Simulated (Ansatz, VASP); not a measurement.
NiO in VASP and in Ansatz

File INCAR:

```
SYSTEM = NiO
PREC = Accurate
ENCUT = 600
EDIFF = 1E-7
ISMEAR = -5
SIGMA = 0.05
LREAL = .False.
LASPH = .True.
NELM = 150
ALGO = Normal
ISIF = 3
LWAVE = .False.
LCHARG = .False.
ISPIN = 2
MAGMOM = 1.75 0.38
LORBIT = 11
LMAXMIX = 4
GGA = B5
ALDAX = 1.0
AGGAX = 1.0
AGGAC = 1.0
ALDAC = 0.0
IBRION = 2
NSW = 80
EDIFFG = -0.005
```

Contents of KPOINTS:

```
Automatic mesh
0
Gamma
  11 11 11
  0 0 0
```

POSCAR

```
NiO
1.0
    0.0000000000      2.0859016414      2.0859016414
    2.0859016414      0.0000000000      2.0859016414
    2.0859016414      2.0859016414      0.0000000000
Ni O
1 1
Direct
    0.0000000000      0.0000000000      0.0000000000
    0.5000000000      0.5000000000      0.5000000000
```

File input.yaml:

```yaml
crystal:
  lattice:
    - [0.0, 2.0859016414, 2.0859016414]
    - [2.0859016414, 0.0, 2.0859016414]
    - [2.0859016414, 2.0859016414, 0.0]
  atoms:
    - { symbol: Ni, position: [0.0, 0.0, 0.0] }
    - { symbol: O, position: [0.5, 0.5, 0.5] }
kpoints:
  mp_grid: { grid: [11, 11, 11] }
scf:
  occupations: { method: tetrahedron }
hamiltonian:
  xc: blyp
  pseudopotentials: { kind: all_electron, lapw: { basis_error: 0.001 } }
magnetization:
  spin_polarized: true
output:
  forces: true
  stress: true
relax:
  f_tol: 0.005
  max_steps: 60
  cell: {}
```

Alike in both runs: task relaxation of cell and atoms; functional BLYP; k mesh 11 × 11 × 11; occupations tetrahedron; collinear spin.

|  | VASP | Ansatz |
| --- | --- | --- |
| version | VASP 6.6.1 | Ansatz 0.2.0 |
| potentials or method | VASP PAW PBE potentials, release 64 (Ni, O), cutoff 600 eV | all-electron LAPW, scalar-relativistic |

|  | VASP | Ansatz | Ansatz less VASP |
| --- | --- | --- | --- |
| gap on the k mesh at the Fermi level, each at its own relaxed structure (eV) | none | none | - |
| net moment per atom (μB) | 0.96 | 0.98 | +0.019 |
| size of the moment on the site where the two differ most (μB) | 1.54 | 1.59 | +0.050 |
| relaxed volume (Å³/atom) | 9.82 | 9.86 | +0.038 |
| relaxed cell length with the largest relative difference (Å) | 3.028 | 3.032 | +0.0039 |

VASP's potentials were made for PBE, not for BLYP. Site moments also hang on the region over which each program counts them. A gap of «none» marks a metal or a gap that the smearing closes. Ansatz ran all-electron here, and VASP with PAW potentials.
